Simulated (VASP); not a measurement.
# MgSi16 (a cell with a defect) in VASP: relaxation of the atoms with PBE

Aim: the relaxation of the atoms of MgSi16 (a cell with a defect) with PBE.

Program: VASP 6.6.1. These are calculated values, not measurements. Logs are shortened: lines on timing, memory, paths and dates and some standing lists are left out, and cuts for length are marked.

### Step 1. The cell of the first run

The cell holds a defect, 17 atoms: a = 7.736 Å, b = 7.736 Å, c = 7.736 Å, α = 60.00°, β = 60.00°, γ = 60.00°.

### Step 2. Relaxation of the atoms, PBE (with an interstitial atom)

Contents of INCAR:

```
PREC = Accurate ; ENCUT = 520
EDIFF = 1E-6 ; ISMEAR = 0
SIGMA = 0.01 ; LREAL = Auto
LASPH = T ; NELM = 60
ALGO = Normal ; ISIF = 2
LWAVE = F ; LCHARG = F
GGA = PE ; IBRION = 2
NSW = 65 ; EDIFFG = -0.025
```

Contents of KPOINTS:

```
regular mesh
0
Gamma
  2 2 2
```

Contents of POSCAR:

```
MgSi16
1.0
    0.0000000000      5.4700937624     -5.4700937624
    5.4700937624      5.4700937624      0.0000000000
    5.4700937624      0.0000000000     -5.4700937624
Si Mg
16 1
Direct
    0.1033800819      0.1400625579      0.1414376633
    0.1173391558      0.6251864654      0.1300015900
    0.6287382931      0.1199429616      0.1301132759
    0.6250000000      0.6250000000      0.1250000000
    0.1468749439      0.1113860790      0.6199590053
    0.1250000000      0.6250000000      0.6250000000
    0.6250000000      0.1250000000      0.6250000000
    0.6250000000      0.6250000000      0.6250000000
    0.2511900532      0.7244754285      0.2559114424
    0.2500000000      0.2500000000      0.2500000000
    0.7612349139      0.7498710984      0.2487890731
    0.7595288368      0.2537410979      0.2349662597
    0.2299629689      0.7567081685      0.7553130819
    0.2534155718      0.2223069634      0.7650311670
    0.7500000000      0.7500000000      0.7500000000
    0.7498605999      0.2571677380      0.7443552287
    0.0015039186     -0.0019339936     -0.0038619325
```

Potentials or basis: VASP PAW PBE potentials, release 64 (Si, Mg).

Started as:

```bash
$ cat potpaw_PBE.64/Si/POTCAR potpaw_PBE.64/Mg/POTCAR > POTCAR
$ mpirun -np 1 vasp_std > vasp.out
```

OUTCAR:

```text
PREC = Accurate
   ENCUT = 520
   EDIFF = 1E-6
   ISMEAR = 0
   LREAL = Auto
   LASPH = T
   NELM = 60
   ISIF = 2
   GGA = PE
   IBRION = 2
   NSW = 65
   EDIFFG = -0.025

 ion  position               nearest neighbor table
   1  0.103  0.140  0.141-  12 2.18  10 2.31  14 2.40  17 2.47   9 2.63
   2  0.117  0.625  0.130-  11 2.25   9 2.27  17 2.36  13 2.37  10 2.37
   3  0.629  0.120  0.130-  12 2.34  11 2.34  17 2.36  10 2.39  16 2.44
   4  0.625  0.625  0.125-  12 2.35   9 2.37  15 2.37  11 2.43
   5  0.147  0.111  0.620-  13 2.25  14 2.30  10 2.34  17 2.38  16 2.51
   6  0.125  0.625  0.625-  13 2.32   9 2.34  15 2.37  14 2.54
   7  0.625  0.125  0.625-  14 2.35  15 2.37  16 2.38  12 2.46
   8  0.625  0.625  0.625-  16 2.32  15 2.37  11 2.38  13 2.50
   9  0.251  0.724  0.256-   2 2.27   6 2.34   4 2.37   1 2.63  17 2.79
  10  0.250  0.250  0.250-   1 2.31   5 2.34   2 2.37   3 2.39
  11  0.761  0.750  0.249-   2 2.25   3 2.34   8 2.38   4 2.43  17 2.67
  12  0.760  0.254  0.235-   1 2.18   3 2.34   4 2.35   7 2.46  17 2.71
  13  0.230  0.757  0.755-   5 2.25   6 2.32   2 2.37   8 2.50  17 2.64
  14  0.253  0.222  0.765-   5 2.30   7 2.35   1 2.40   6 2.54  17 2.61
  15  0.750  0.750  0.750-   4 2.37   6 2.37   7 2.37   8 2.37
  16  0.750  0.257  0.744-   8 2.32   7 2.38   3 2.44   5 2.51  17 2.75
  17  0.002  0.998  0.996-   3 2.36   2 2.36   5 2.38   1 2.47  14 2.61  13 2.64  11 2.67  12 2.71
                            16 2.75   9 2.79

  LATTYP: Found a face centered cubic cell.
 ALAT       =    10.9401875248

  Lattice vectors:

 A1 = (   0.0000000000,   5.4700937624,  -5.4700937624)
 A2 = (   5.4700937624,   5.4700937624,   0.0000000000)
 A3 = (   5.4700937624,   0.0000000000,  -5.4700937624)

Analysis of symmetry for initial positions (statically):
=====================================================================
 Subroutine PRICEL returns:
 Original cell was already a primitive cell.

 Routine SETGRP: Setting up the symmetry group for a
 face centered cubic supercell.

 Subroutine GETGRP returns: Found  1 space group operations
 (whereof  1 operations were pure point group operations)
 out of a pool of 48 trial point group operations.

The static configuration has the point symmetry C_1 .

Analysis of symmetry for dynamics (positions and initial velocities):
=====================================================================
 Subroutine PRICEL returns:
 Original cell was already a primitive cell.

 Routine SETGRP: Setting up the symmetry group for a
 face centered cubic supercell.

 Subroutine GETGRP returns: Found  1 space group operations
 (whereof  1 operations were pure point group operations)
 out of a pool of 48 trial point group operations.

The dynamic configuration has the point symmetry C_1 .

 Subroutine INISYM returns: Found  1 space group operations
 (whereof  1 operations are pure point group operations),
 and found     1 'primitive' translations

----------------------------------------------------------------------------------------

                                     Primitive cell

  volume of cell :     327.3515

  direct lattice vectors                    reciprocal lattice vectors
     0.000000000  5.470093762 -5.470093762    -0.091406111  0.091406111 -0.091406111
     5.470093762  5.470093762  0.000000000     0.091406111  0.091406111  0.091406111
     5.470093762  0.000000000 -5.470093762     0.091406111 -0.091406111 -0.091406111

  length of vectors
     7.735880786  7.735880786  7.735880786     0.158320029  0.158320029  0.158320029

  position of ions in fractional coordinates (direct lattice)
     0.103380082  0.140062558  0.141437663
     0.117339156  0.625186465  0.130001590
     0.628738293  0.119942962  0.130113276
     0.625000000  0.625000000  0.125000000
     0.146874944  0.111386079  0.619959005
     0.125000000  0.625000000  0.625000000
[... 9 lines left out ...]
     0.749860600  0.257167738  0.744355229
     0.001503919  0.998066006  0.996138067

  ion indices of the primitive-cell ions
   primitive index   ion index
                 1           1
                 2           2
                 3           3
                 4           4
                 5           5
                 6           6
[... 9 lines left out ...]
                16          16
                17          17

----------------------------------------------------------------------------------------

 KPOINTS: regular mesh

Automatic generation of k-mesh.
 Grid dimensions read from file:
 generate k-points for:    2    2    2

 Generating k-lattice:

  Cartesian coordinates                     Fractional coordinates (reciprocal lattice)
    -0.045703056  0.045703056 -0.045703056     0.500000000  0.000000000  0.000000000
     0.045703056  0.045703056  0.045703056     0.000000000  0.500000000  0.000000000
     0.045703056 -0.045703056 -0.045703056     0.000000000  0.000000000  0.500000000

  Length of vectors
     0.079160015  0.079160015  0.079160015

  Shift w.r.t. Gamma in fractional coordinates (k-lattice)
     0.000000000  0.000000000  0.000000000

 Subroutine IBZKPT returns following result:
 ===========================================

 Found      8 irreducible k-points:

 Following reciprocal coordinates:
            Coordinates               Weight
  0.000000  0.000000  0.000000      1.000000
  0.500000  0.000000  0.000000      1.000000
  0.000000  0.500000  0.000000      1.000000
  0.000000  0.000000  0.500000      1.000000
  0.500000  0.500000  0.500000      1.000000
  0.500000  0.500000  0.000000      1.000000
  0.000000  0.500000  0.500000      1.000000
  0.500000  0.000000  0.500000      1.000000
   k-points           NKPTS =      8   k-points in BZ     NKDIM =      8   number of bands    NBANDS=     42
   number of dos      NEDOS =    301   number of ions     NIONS =     17
   total plane-waves  NPLWV = 216000
   dimension x,y,z NGX =    60 NGY =   60 NGZ =   60
   dimension x,y,z NGXF=   120 NGYF=  120 NGZF=  120
   ions per type =              16   1
   NGX,Y,Z   is equivalent  to a cutoff of  12.89, 12.89, 12.89 a.u.
   NGXF,Y,Z  is equivalent  to a cutoff of  25.79, 25.79, 25.79 a.u.
 SYSTEM =  unknown system
   PREC   = accura    normal or accurate (medium, high low for compatibility)
   ISTART =      0    job   : 0-new  1-cont  2-samecut
   ICHARG =      2    charge: 1-file 2-atom 10-const
   ISPIN  =      1    spin polarized calculation?
   LNONCOLLINEAR =      F non collinear calculations
   LSORBIT =      F    spin-orbit coupling
   LASPH  =      T    aspherical Exc in radial PAW
   ENCUT  =  520.0 eV  38.22 Ry    6.18 a.u.  14.38 14.38 14.38*2*pi/ulx,y,z
   NELM   =     60;   NELMIN=  2; NELMDL= -5     # of ELM steps
   EDIFF  = 0.1E-05   stopping-criterion for ELM
   LREAL  =      T    real-space projection
   EDIFFG = -.3E-01   stopping-criterion for IOM
   NSW    =     65    number of steps for IOM
   IBRION =      2    ionic relax: 0-MD 1-quasi-New 2-CG
   NFREE  =      1    steps in history (QN), initial steepest desc. (CG)
   ISIF   =      2    stress and relaxation
   ISYM   =      2    0-nonsym 1-usesym 2-fastsym
   POTIM  = 0.5000    time-step for ionic-motion
   TEBEG  =    0.0;   TEEND  =   0.0 temperature during run
   PSTRESS=    0.0 pullay stress
   NELECT =      66.0000    total number of electrons
   NUPDOWN=      -1.0000    fix difference up-down
   EMIN   =  10.00;   EMAX   =-10.00  energy-range for DOS
   EFERMI =   0.00;   METHOD = LEGACY
   ISMEAR =     0;   SIGMA  =   0.01  broadening in eV -4-tet -1-fermi 0-gaus
   EFERMI_NEDOS =   21; number of points for ismear=-14 and -15
   IALGO  =     38    algorithm
   IMIX   =      4    mixing-type and parameters
     AMIX     =   0.40;   BMIX     =  1.00
     AMIX_MAG =   1.60;   BMIX_MAG =  1.00
  volume/ion in A,a.u.               =      19.26       129.95
  Fermi-wavevector in a.u.,A,eV,Ry     =   0.959956  1.814054 12.537983  0.921516
  Thomas-Fermi vector in A             =   2.089198
   LORBIT       =      0    0 simple, 1 ext, 2 COOP (PROOUT), +10 PAW based schemes
   GGA     = PE    functional components
   LHFCALC =     F    Hartree Fock is set to
   AEXX    =    0.0000 exact exchange contribution
   IVDW    =     0    specifies the selected vdW correction
   LEPSILON=     F    determine dielectric tensor
   LRPA    =     F    only Hartree local field effects (RPA)
 conjugate gradient relaxation of ions
 non-spin polarized calculation
 Gauss-broadening in eV      SIGMA  =   0.01
  energy-cutoff  :      520.00
  volume of cell :      327.35
 maximum number of plane-waves:      8824
 NGX is ok and might be reduce to    60
   NGX = 29   NGY = 29   NGZ = 29

--------------------------------------- Ionic step        1  -------------------------------------------

 number of electron      66.0000002 magnetization

 Free energy of the ion-electron system (eV)
  ---------------------------------------------------
  ext. energy  EPLUGINS =         0.00000000
  ---------------------------------------------------
  free energy    TOTEN  =       -83.33084049 eV

  energy without entropy =      -83.32985580  energy(sigma->0) =      -83.33034815

------------------------ aborting loop because EDIFF is reached ----------------------------------------

  FORCE on cell =-STRESS in cart. coord.  units (eV):
  Direction    XX          YY          ZZ          XY          YZ          ZX
  --------------------------------------------------------------------------------------
  -------------------------------------------------------------------------------------
  Total       10.6292750     11.2791449      9.8280211      0.1068449     -2.3516628      0.7360330
  in kB       52.0235420     55.2042422     48.1019137      0.5229378    -11.5098939      3.6024133
  external PRESSURE =      51.7765659 kB  Pullay stress =       0.0000000 kB
[... 134 lines left out ...]
  FREE ENERGIE OF THE ION-ELECTRON SYSTEM (eV)
  ---------------------------------------------------
  free  energy   TOTEN  =       -84.6481377817 eV

  energy  without entropy=      -84.6478383364  energy(sigma->0) =      -84.64798806

[... ionic steps 4 to 14 ...]

--------------------------------------- Ionic step       15  -------------------------------------------

 number of electron      66.0000000 magnetization

------------------------ aborting loop because EDIFF is reached ----------------------------------------

  FORCE on cell =-STRESS in cart. coord.  units (eV):
  Direction    XX          YY          ZZ          XY          YZ          ZX
  --------------------------------------------------------------------------------------
  -------------------------------------------------------------------------------------
  Total        6.8414773      6.7680961      6.8899716      0.0113088      0.0195791     -0.0040966
  in kB       33.4846811     33.1255269     33.7220299      0.0553493      0.0958275     -0.0200500
  external PRESSURE =      33.4440793 kB  Pullay stress =       0.0000000 kB
[... 87 lines left out ...]
  energy  without entropy=      -84.7699883164  energy(sigma->0) =      -84.77094760

--------------------------------------- Ionic step       17  -------------------------------------------

 number of electron      66.0000000 magnetization

 Free energy of the ion-electron system (eV)
  ---------------------------------------------------
  ext. energy  EPLUGINS =         0.00000000
  ---------------------------------------------------
  free energy    TOTEN  =       -84.77229657 eV

  energy without entropy =      -84.77037326  energy(sigma->0) =      -84.77133491

 E-fermi :   6.7136     XC(G=0):  -9.5474

 val. band max:        6.7111919467   @ k =   0.5000   0.0000   0.5000
 cond. band min:       6.7832726147   @ k =   0.0000   0.5000   0.0000
 fundamental gap:      0.0720806680
 Fermi energy:         6.7135961155

 k-point     1 :       0.0000    0.0000    0.0000
  band No.  band energies     occupation
      1      -6.0694      2.00000
      2      -3.8662      2.00000
      3      -3.6959      2.00000
      4      -3.6950      2.00000
      5      -3.6926      2.00000
      6      -2.2769      2.00000
[... 393 lines left out ...]
  FREE ENERGIE OF THE ION-ELECTRON SYSTEM (eV)
  ---------------------------------------------------
  free  energy   TOTEN  =       -84.7722965711 eV

  energy  without entropy=      -84.7703732559  energy(sigma->0) =      -84.77133491

 reached required accuracy - stopping structural energy minimisation
```

Wall time 38 min (1 thread of Intel Xeon 8259CL, shared host); peak memory 0.55 GiB.

What came out:

| Property | Result |
| --- | --- |
| Free energy | -84.7723 eV |
| Energy gained by relaxing | 84.8 meV/atom |
| Ionic steps | 17 |
| Pressure after relaxing | 3.3 GPa |
| Largest force after relaxing | 0.024 eV/Å |
| Band gap on the k mesh | zero (bands 33 and 34 overlap by 0.40 eV) |

Forces on the atoms (eV/Å):
```
Si   0.005 -0.004 -0.002
Si   0.019  0.012 -0.004
Si  -0.014 -0.010 -0.014
Si  -0.001  0.010  0.004
Si   0.008 -0.014  0.018
Si  -0.013  0.013 -0.005
Si   0.012  0.005  0.007
Si  -0.003 -0.009 -0.010
Si  -0.005  0.011  0.008
Si   0.000  0.002  0.009
Si  -0.010  0.000 -0.019
Si  -0.007 -0.007  0.001
Si   0.008 -0.001  0.012
Si  -0.001  0.001  0.009
Si   0.001  0.000 -0.006
Si   0.000 -0.008 -0.009
Mg   0.000 -0.001  0.004
```

The path:
| step | energy change (eV) | largest force (eV/Å) | pressure (GPa) |
| --- | --- | --- | --- |
| 1 | 0.0000 | 2.9328 | 5.18 |
| 2 | -1.3115 | 0.8226 | 3.38 |
| 3 | -1.3173 | 0.7022 | 3.37 |
| 4 | -1.3176 | 0.7310 | 3.37 |
| 5 | -1.4094 | 0.2641 | 3.32 |
| 6 | -1.4108 | 0.2867 | 3.32 |
| 7 | -1.4237 | 0.1619 | 3.32 |
| 8 | -1.4237 | 0.1862 | 3.32 |
| 9 | -1.4288 | 0.1056 | 3.33 |
| 10 | -1.4310 | 0.1572 | 3.33 |
| 11 | -1.4349 | 0.1087 | 3.34 |
| 12 | -1.4378 | 0.0870 | 3.34 |
| 13 | -1.4399 | 0.0568 | 3.34 |
| 14 | -1.4402 | 0.0578 | 3.34 |
| 15 | -1.4410 | 0.0352 | 3.34 |
| 16 | -1.4411 | 0.0399 | 3.34 |
| 17 | -1.4415 | 0.0240 | 3.34 |

Final structure:
```
CELL_PARAMETERS angstrom
0.00000 5.47009 -5.47009
5.47009 5.47009 0.00000
5.47009 0.00000 -5.47009
ATOMIC_POSITIONS crystal
Si 0.13085 0.12661 0.13222
Si 0.12872 0.60645 0.13199
Si 0.60968 0.13042 0.12948
Si 0.62531 0.62436 0.12226
Si 0.13241 0.12685 0.61088
Si 0.12001 0.62326 0.62914
Si 0.62766 0.11810 0.62752
Si 0.62673 0.62504 0.62649
Si 0.25238 0.74274 0.25614
Si 0.25041 0.24708 0.25159
Si 0.74489 0.74643 0.25359
Si 0.74716 0.25147 0.25452
Si 0.25388 0.74314 0.74838
Si 0.25461 0.25023 0.74870
Si 0.74952 0.74764 0.75162
Si 0.74840 0.25199 0.74594
Mg 0.00041 0.99708 0.00156
```

Caveat: the k points lie up to 0.50 Å⁻¹ apart; the cell differs from its parent crystal (with an interstitial atom).

The gap in the log of VASP goes by the Fermi energy; the results here count the filled bands.